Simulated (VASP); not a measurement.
## SnH5: relaxation of cell and atoms with PBE

Crystal: SnH5.

```xyz
6
Lattice="3.4940 0.0000 0.0000 -1.7470 3.0259 0.0000 0.0000 0.0000 5.6597" Properties=species:S:1:pos:R:3 pbc="T T T"
Sn    0.0000    2.0173    0.0000
H     1.7470    1.0086    3.7939
H     0.0000    2.0173    3.2136
H     1.7470    1.0086    2.8298
H     0.0000    2.0173    2.4461
H     1.7470    1.0086    1.8658
```

The cell was built from a structure type or drawn by symmetry, and may not be a known phase.

```
Program                : VASP 6.6.1
Task                   : relaxation of cell and atoms
Functional             : PBE
Potentials or basis    : VASP PAW PBE potentials, release 64 (Sn_d, H)
Cutoff                 : 600 eV
k mesh                 : 12 × 12 × 8
Occupations            : gaussian, width 0.1 eV
Spin                   : no spin polarisation
Dipole correction      : no
Further INCAR settings : ALGO = Normal; EDIFF = 1e-06; IBRION = 2; EDIFFG = -0.01; NSW = 100; ISIF = 3
```

```json
{
  "Relaxed volume": "9.89 Å³/atom",
  "Relaxed cell": "a = 3.501 Å, b = 3.501 Å, c = 5.589 Å, α = 90.00°, β = 90.00°, γ = 120.00°",
  "Space group after relaxing (to 0.1 Å)": "P-6m2 (No. 187)",
  "Energy gained by relaxing": "0.5 meV/atom",
  "Ionic steps": "9",
  "Pressure after relaxing": "0.0 GPa",
  "Largest force after relaxing": "0.003 eV/Å",
  "Band gap on the k mesh": "zero (an odd number of electrons rules out a gap without spin polarisation)"
}
```

Forces in eV/Å, atoms in the order of the input:
```
Sn   0.000  0.000  0.000
H    0.000  0.000  0.000
H    0.000  0.000 -0.003
H    0.000  0.000  0.000
H    0.000  0.000  0.003
H    0.000  0.000  0.000
```

The path:
| step | energy change (eV) | largest force (eV/Å) | pressure (GPa) | volume (Å³) |
| --- | --- | --- | --- | --- |
| 1 | 0.0000 | 0.0452 | -0.26 | 59.84 |
| 2 | -0.0006 | 0.1527 | -0.01 | 59.70 |
| 3 | -0.0007 | 0.1272 | -0.05 | 59.72 |
| 4 | -0.0013 | 0.1024 | -0.02 | 59.65 |
| 5 | -0.0024 | 0.0523 | 0.07 | 59.45 |
| 6 | -0.0017 | 0.1060 | 0.19 | 59.04 |
| 7 | -0.0026 | 0.0533 | 0.07 | 59.31 |
| 8 | -0.0028 | 0.0286 | 0.06 | 59.32 |
| 9 | -0.0028 | 0.0031 | 0.02 | 59.32 |

Final structure:
```
Sn H
1.0
     3.50082    0.00000    0.00000
    -1.75041    3.03180    0.00000
     0.00000    0.00000    5.58890
Sn H
1 5
Direct
  0.33333 0.66667 0.00000
  0.66667 0.33333 0.67302
  0.33333 0.66667 0.56858
  0.66667 0.33333 0.50000
  0.33333 0.66667 0.43142
  0.66667 0.33333 0.32698
```

Levels at points of the mesh, in eV from the Fermi level:
```csv
k point,band 6,band 7,band 8,band 9,band 10,band 11,band 12,band 13
"(0.00, 0.00, 0.00)",-10.94,-7.32,-4.46,-3.45,4.47,5.76,5.76,9.20
"(0.50, 0.00, 0.00)",-8.59,-6.72,-4.68,-2.39,-1.95,0.60,2.99,5.56
"(0.00, 0.00, 0.50)",-10.14,-9.37,-3.47,-0.22,0.29,5.92,5.92,6.73
"(0.50, 0.00, 0.50)",-8.20,-6.28,-6.23,-3.95,1.36,2.46,3.17,4.84
```

Wall time 6.5 min on 1 thread of Intel(R) Xeon(R) Platinum 8375C CPU @ 2.90GHz (Ice Lake) (shared host), peak memory 0.25 GiB.

Caveat: spin-orbit coupling is left out, which moves the levels of the heavy elements.
